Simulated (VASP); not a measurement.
A run of VASP 6.6.1 is set up as follows.

File INCAR:

```
PREC = Accurate ; ENCUT = 520
EDIFF = 1E-6 ; ISMEAR = 0
SIGMA = 0.1 ; LREAL = False
LASPH = True ; NELM = 80
ALGO = Fast ; ISIF = 2
LWAVE = False ; LCHARG = False
GGA = PE ; NBANDS = 10
```

Contents of KPOINTS:

```
regular mesh
0
Gamma
  10 10 10
```

POSCAR

```
Rb
1.0
   -2.8906019153      2.8906019153      2.8906019153
    2.8906019153     -2.8906019153      2.8906019153
    2.8906019153      2.8906019153     -2.8906019153
Rb
1
Direct
    0.0000000000      0.0000000000      0.0000000000
```

Potentials or basis: VASP PAW PBE potentials, release 64 (Rb_sv).

The run is started by

```console
$ cat potpaw_PBE.64/Rb_sv/POTCAR > POTCAR
$ mpirun -np 1 vasp_std > vasp.out
```

**Question.** Estimate the band gap on the k mesh.

**Answer.** Zero (an odd number of electrons rules out a gap without spin polarisation).

**Question.** Estimate the pressure.

**Answer.** -0.1 GPa.
